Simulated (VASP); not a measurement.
A run of VASP 6.6.1:

The input INCAR:

```
ALGO = Normal
EDIFF = 1E-7
ENCUT = 520
GGA = PS
ISIF = 2
ISMEAR = 0
LASPH = T
LCHARG = T
LELF = T
LREAL = F
LVHAR = T
LWAVE = F
NBANDS = 38
NELM = 80
PREC = Accurate
SIGMA = 0.15
```

The input KPOINTS:

```
k-points
0
Gamma
  10 10 10
```

File POSCAR:

```
SiNi
1.0
    4.2892579269      0.0000000000      0.0000000000
    0.0000000000      4.2892579269      0.0000000000
    0.0000000000      0.0000000000      4.4679770072
Si Ni
4 4
Direct
    0.8464645187      0.8464645187      0.8464645187
    0.6535354813      0.1535354813      0.3464645187
    0.3464645187      0.6535354813      0.1535354813
    0.1535354813      0.3464645187      0.6535354813
    0.1489904732      0.1489904732      0.1489904732
    0.3510095268      0.8510095268      0.6489904732
    0.6489904732      0.3510095268      0.8510095268
    0.8510095268      0.6489904732      0.3510095268
```

Potentials or basis: VASP PAW PBE potentials, release 64 (Si, Ni).

Run with:

```sh
$ cat potpaw_PBE.64/Si/POTCAR potpaw_PBE.64/Ni/POTCAR > POTCAR
$ mpirun -np 1 vasp_std > vasp.out
```

Hardware: 1 thread of Intel(R) Xeon(R) Platinum 8375C CPU @ 2.90GHz (Ice Lake), with other jobs on the host.

**Question.** Estimate the wall time of this run.

**Answer.** Run time: 8.3 min on 1 thread of Intel(R) Xeon(R) Platinum 8375C CPU @ 2.90GHz (Ice Lake) (shared host), peak memory 0.56 GiB. Counts: scf iterations 17, k points 216.
